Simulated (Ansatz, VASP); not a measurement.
Two plane-wave programs on CoRu3

```
Co Ru
1.0
     2.69512    0.00000    0.00000
    -1.34756    2.33404    0.00000
     0.00000    0.00000    8.39430
Co Ru
1 3
Direct
  0.66667 0.33333 0.00000
  0.33333 0.66667 0.75425
  0.33333 0.66667 0.24575
  0.66667 0.33333 0.50000
```

Alike in both runs: functional PBE; k mesh 6 × 6 × 2; occupations gaussian, width 0.1 eV; collinear spin.

Ansatz relaxed the structure, and its values are those at the end. VASP's run is a single point on that final structure, the one shown.

```csv
,VASP,Ansatz
version,VASP 6.6.1,Ansatz 0.2.0
potentials or method,"VASP PAW PBE potentials, release 64 (Co, Ru_pv), cutoff 520 eV","scalar-relativistic, plane waves, PAW"
valence electrons in the cell,51,65
```

VASP gave:

```
gap on the k mesh at the Fermi level (eV)                     : none
pressure (GPa)                                                : -0.2
rms of the force components (eV/Å)                            : 0.005
net moment per atom (μB)                                      : 0.41
size of the moment on the site where the two differ most (μB) : 1.57
```

Q: Which values does Ansatz return?

A: gap on the k mesh at the Fermi level (eV): none; pressure (GPa): 0.1; rms of the force components (eV/Å): 0.001; net moment per atom (μB): 0.41; size of the moment on the site where the two differ most (μB): 1.61.

Site moments also hang on the region over which each program counts them. A gap of «none» marks a metal or a gap that the smearing closes. VASP's potentials hold 51 valence electrons a cell and Ansatz's 65, so a difference there can come from the potentials and not from the codes.

The k mesh is coarse, so the values compare programs but aren't converged.
